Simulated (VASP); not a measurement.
Input of a VASP 6.6.1 run:

The input INCAR:

```
  PREC = Accurate
  ENCUT = 520
  EDIFF = 1E-7
  ISMEAR = 0
  SIGMA = 0.05
  LREAL = F
  LASPH = T
  NELM = 60
  ALGO = Normal
  ISIF = 2
  LWAVE = F
  LCHARG = T
  LDIPOL = T
  IDIPOL = 3
  DIPOL = 0.5 0.5 0.376
  GGA = PE
  IVDW = 12
  LELF = T
  LVHAR = T
  LVACPOTAV = T
  NBANDS = 31
```

Contents of KPOINTS:

```
Automatic mesh
0
Gamma
  9 9 1
```

Contents of POSCAR:

```
PtS2
1.0
    3.5414386157      0.0000000000      0.0000000000
   -1.7707193078      3.0669758072      0.0000000000
    0.0000000000      0.0000000000     22.4671575440
S Pt
4 2
Direct
    0.6666666667      0.3333333333      0.2002923597
    0.3333333333      0.6666666667      0.3108349936
    0.6666666667      0.6666666667      0.4416926686
    0.3333333333      1.0000000000      0.5522353026
    0.0000000000      0.0000000000      0.2555636767
    0.0000000000      0.3333333333      0.4969639856
```

Potentials or basis: VASP PAW PBE potentials, release 64 (S, Pt).

Command:

```console
$ cat potpaw_PBE.64/S/POTCAR potpaw_PBE.64/Pt/POTCAR > POTCAR
$ mpirun -np 1 vasp_std > vasp.out
```

What does it give for the band gap on the k mesh?

1.08 eV (least direct gap 1.22 eV).

What does it give for the dispersion energy per atom?

-0.331 eV.

What does it give for the largest force?

0.248 eV/Å.

Forces on the atoms (eV/Å):
```
S   -0.058  0.015  0.023
S   -0.153  0.041 -0.191
S    0.153 -0.041  0.191
S    0.058 -0.015 -0.023
Pt   0.065 -0.038  0.080
Pt  -0.065  0.038 -0.080
```

Caveat: the cell differs from its parent crystal (layers slid over each other); spin-orbit coupling is left out, which moves the levels of the heavy elements.
